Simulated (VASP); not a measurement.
# BAs (F-43m) in VASP: single point with LDA

Aim: the single point of BAs with LDA.

All numbers are computed with VASP 6.6.1; they aren't measurements. Logs are shortened: lines on timing, memory, paths and dates and some standing lists are left out, and cuts for length are marked.

## 1. The cell of the first run

Symmetry: F-43m, No. 216, cubic system. The conventional cell has a = 4.739 Å, b = 4.739 Å, c = 4.739 Å, α = 90.00°, β = 90.00°, γ = 90.00°. B (site symmetry -43m) has 4 As at 2.05 Å within 2.7 Å. Within 2.7 Å of As (site symmetry -43m) lie 4 B at 2.05 Å.

## 2. Single point, LDA

Input file INCAR:

```
PREC = Accurate
ENCUT = 500
EDIFF = 1E-6
ISMEAR = 0
SIGMA = 0.01
LREAL = False
LASPH = True
NELM = 120
ALGO = Normal
ISIF = 2
LWAVE = False
LCHARG = False
NBANDS = 11
GGA_COMPAT = False
```

Input file KPOINTS:

```
regular mesh
0
Gamma
  4 4 4
```

Input file POSCAR:

```
BAs
1.0
    0.0000000000      2.3692888322      2.3692888322
    2.3692888322      0.0000000000      2.3692888322
    2.3692888322      2.3692888322      0.0000000000
B As
1 1
Direct
    0.0000000000      0.0000000000      0.0000000000
    0.2500000000      0.2500000000      0.2500000000
```

Potentials or basis: VASP PAW LDA potentials, release 64 (B, As).

Started as:

```bash
$ cat potpaw_LDA.64/B/POTCAR potpaw_LDA.64/As/POTCAR > POTCAR
$ mpirun -np 1 vasp_std > vasp.out
```

OUTCAR:

```text
PREC = Accurate
   ENCUT = 500
   EDIFF = 1E-6
   ISMEAR = 0
   LREAL = False
   LASPH = True
   NELM = 120
   ISIF = 2

 ion  position               nearest neighbor table
   1  0.000  0.000  0.000-   2 2.05   2 2.05   2 2.05   2 2.05
   2  0.250  0.250  0.250-   1 2.05   1 2.05   1 2.05   1 2.05

  LATTYP: Found a face centered cubic cell.
 ALAT       =     4.7385776644

  Lattice vectors:

 A1 = (   0.0000000000,   2.3692888322,   2.3692888322)
 A2 = (   2.3692888322,   0.0000000000,   2.3692888322)
 A3 = (   2.3692888322,   2.3692888322,   0.0000000000)

Analysis of symmetry for initial positions (statically):
=====================================================================
 Subroutine PRICEL returns:
 Original cell was already a primitive cell.

 Routine SETGRP: Setting up the symmetry group for a
 face centered cubic supercell.

 Subroutine GETGRP returns: Found 24 space group operations
 (whereof 24 operations were pure point group operations)
 out of a pool of 48 trial point group operations.

The static configuration has the point symmetry T_d .

Analysis of symmetry for dynamics (positions and initial velocities):
=====================================================================
 Subroutine PRICEL returns:
 Original cell was already a primitive cell.

 Routine SETGRP: Setting up the symmetry group for a
 face centered cubic supercell.

 Subroutine GETGRP returns: Found 24 space group operations
 (whereof 24 operations were pure point group operations)
 out of a pool of 48 trial point group operations.

The dynamic configuration has the point symmetry T_d .

 Subroutine INISYM returns: Found 24 space group operations
 (whereof 24 operations are pure point group operations),
 and found     1 'primitive' translations

----------------------------------------------------------------------------------------

                                     Primitive cell

  volume of cell :      26.6001

  direct lattice vectors                    reciprocal lattice vectors
     0.000000000  2.369288832  2.369288832    -0.211033789  0.211033789  0.211033789
     2.369288832  0.000000000  2.369288832     0.211033789 -0.211033789  0.211033789
     2.369288832  2.369288832  0.000000000     0.211033789  0.211033789 -0.211033789

  length of vectors
     3.350680400  3.350680400  3.350680400     0.365521245  0.365521245  0.365521245

  position of ions in fractional coordinates (direct lattice)
     0.000000000  0.000000000  0.000000000
     0.250000000  0.250000000  0.250000000

[... 66 lines left out ...]
   ISYM   =      2    0-nonsym 1-usesym 2-fastsym
   POTIM  = 0.5000    time-step for ionic-motion
   TEBEG  =    0.0;   TEEND  =   0.0 temperature during run
   PSTRESS=    0.0 pullay stress
   NELECT =       8.0000    total number of electrons
   NUPDOWN=      -1.0000    fix difference up-down
   EMIN   =  10.00;   EMAX   =-10.00  energy-range for DOS
   EFERMI =   0.00;   METHOD = LEGACY
   ISMEAR =     0;   SIGMA  =   0.01  broadening in eV -4-tet -1-fermi 0-gaus
   EFERMI_NEDOS =   21; number of points for ismear=-14 and -15
   IALGO  =     38    algorithm
   IMIX   =      4    mixing-type and parameters
     AMIX     =   0.40;   BMIX     =  1.00
     AMIX_MAG =   1.60;   BMIX_MAG =  1.00
  volume/ion in A,a.u.               =      13.30        89.75
  Fermi-wavevector in a.u.,A,eV,Ry     =   1.096841  2.072728 16.368613  1.203059
  Thomas-Fermi vector in A             =   2.233190
   LORBIT       =      0    0 simple, 1 ext, 2 COOP (PROOUT), +10 PAW based schemes
   GGA     = CA    functional components
   LHFCALC =     F    Hartree Fock is set to
   AEXX    =    0.0000 exact exchange contribution
   IVDW    =     0    specifies the selected vdW correction
   LEPSILON=     F    determine dielectric tensor
   LRPA    =     F    only Hartree local field effects (RPA)
 non-spin polarized calculation
 Gauss-broadening in eV      SIGMA  =   0.01
  energy-cutoff  :      500.00
  volume of cell :       26.60
 maximum number of plane-waves:       692
   NGX = 13   NGY = 13   NGZ = 13

 number of electron       8.0000001 magnetization

 Free energy of the ion-electron system (eV)
  ---------------------------------------------------
  ext. energy  EPLUGINS =         0.00000000
  ---------------------------------------------------
  free energy    TOTEN  =       -12.74426987 eV

  energy without entropy =      -12.74426987  energy(sigma->0) =      -12.74426987

 E-fermi :   6.5736     XC(G=0): -10.8731

 val. band max:        6.4739915710   @ k =   0.0000   0.0000   0.0000
 cond. band min:       7.7660308288   @ k =   0.5000   0.5000   0.0000
 fundamental gap:      1.2920392578
 Fermi energy:         6.5736004451

 k-point     1 :       0.0000    0.0000    0.0000
  band No.  band energies     occupation
      1      -9.1401      2.00000
      2       6.4740      2.00000
      3       6.4740      2.00000
      4       6.4740      2.00000
      5       9.7362      0.00000
      6       9.7362      0.00000
      7       9.7362      0.00000
      8      11.4765      0.00000
      9      15.9210      0.00000
     10      19.5815      0.00000
     11      19.5815      0.00000
[... 85 lines left out ...]
 k-point     8 :      -0.2500    0.5000    0.2500
  band No.  band energies     occupation
      1      -4.6977      2.00000
      2      -1.5806      2.00000
      3       0.7962      2.00000
      4       1.0999      2.00000
      5      11.6355      0.00000
      6      12.4657      0.00000
      7      13.1923      0.00000
      8      13.6454      0.00000
      9      18.8024      0.00000
     10      22.1740      0.00000
     11      22.2165      0.00000

------------------------ aborting loop because EDIFF is reached ----------------------------------------

  FORCE on cell =-STRESS in cart. coord.  units (eV):
  Direction    XX          YY          ZZ          XY          YZ          ZX
  --------------------------------------------------------------------------------------
  -------------------------------------------------------------------------------------
  Total        0.1589990      0.1589990      0.1589990      0.0000000      0.0000000      0.0000000
  in kB        9.5768108      9.5768108      9.5768108      0.0000000      0.0000000      0.0000000
  external PRESSURE =       9.5768108 kB  Pullay stress =       0.0000000 kB

 VOLUME and BASIS-vectors are now :
 -----------------------------------------------------------------------------
  energy-cutoff  :      500.00
  volume of cell :       26.60
      direct lattice vectors                 reciprocal lattice vectors
     0.000000000  2.369288832  2.369288832    -0.211033789  0.211033789  0.211033789
     2.369288832  0.000000000  2.369288832     0.211033789 -0.211033789  0.211033789
     2.369288832  2.369288832  0.000000000     0.211033789  0.211033789 -0.211033789

 POSITION                                       TOTAL-FORCE (eV/Angst)
 -----------------------------------------------------------------------------------
      0.00000      0.00000      0.00000         0.000000      0.000000      0.000000
      1.18464      1.18464      1.18464        -0.000000     -0.000000     -0.000000
 -----------------------------------------------------------------------------------
    total drift:                                0.000000      0.000000      0.000000

  FREE ENERGIE OF THE ION-ELECTRON SYSTEM (eV)
  ---------------------------------------------------
  free  energy   TOTEN  =       -12.7442698745 eV

  energy  without entropy=      -12.7442698745  energy(sigma->0) =      -12.74426987
```

OSZICAR:

```text
N       E                     dE             d eps       ncg     rms          rms(c)
DAV:   1     0.122030748974E+02    0.12203E+02   -0.41407E+03   176   0.666E+02
DAV:   2    -0.126293706624E+02   -0.24832E+02   -0.23951E+02   241   0.104E+02
DAV:   3    -0.135600234920E+02   -0.93065E+00   -0.92766E+00   218   0.185E+01
DAV:   4    -0.135637238469E+02   -0.37004E-02   -0.36998E-02   202   0.128E+00
DAV:   5    -0.135637290388E+02   -0.51920E-05   -0.51920E-05   212   0.536E-02    0.525E+00
DAV:   6    -0.128520164931E+02    0.71171E+00   -0.18647E+00   188   0.554E+00    0.244E+00
DAV:   7    -0.127593531560E+02    0.92663E-01   -0.21529E-01   200   0.233E+00    0.929E-01
DAV:   8    -0.127442227366E+02    0.15130E-01   -0.27340E-02   188   0.869E-01    0.103E-01
DAV:   9    -0.127442576922E+02   -0.34956E-04   -0.84637E-04   191   0.175E-01    0.627E-02
DAV:  10    -0.127442684274E+02   -0.10735E-04   -0.81829E-05   194   0.522E-02    0.123E-02
DAV:  11    -0.127442700093E+02   -0.15819E-05   -0.23987E-06   200   0.875E-03    0.119E-02
DAV:  12    -0.127442698745E+02    0.13482E-06   -0.82893E-07   100   0.396E-03
   1 F= -.12744270E+02 E0= -.12744270E+02  d E =-.214686E-46
```

It took 5.2 s on 1 thread of Intel Xeon 8259CL, shared host; peak memory 0.12 GiB.

What came out:

* Free energy: -12.7443 eV
* Pressure: 1.0 GPa
* Band gap on the k mesh: 1.29 eV, indirect (least direct gap 3.26 eV)

Caveat: the k points lie up to 0.57 Å⁻¹ apart. Expect the measured gap to be larger: semilocal functionals such as LDA lack the derivative discontinuity.
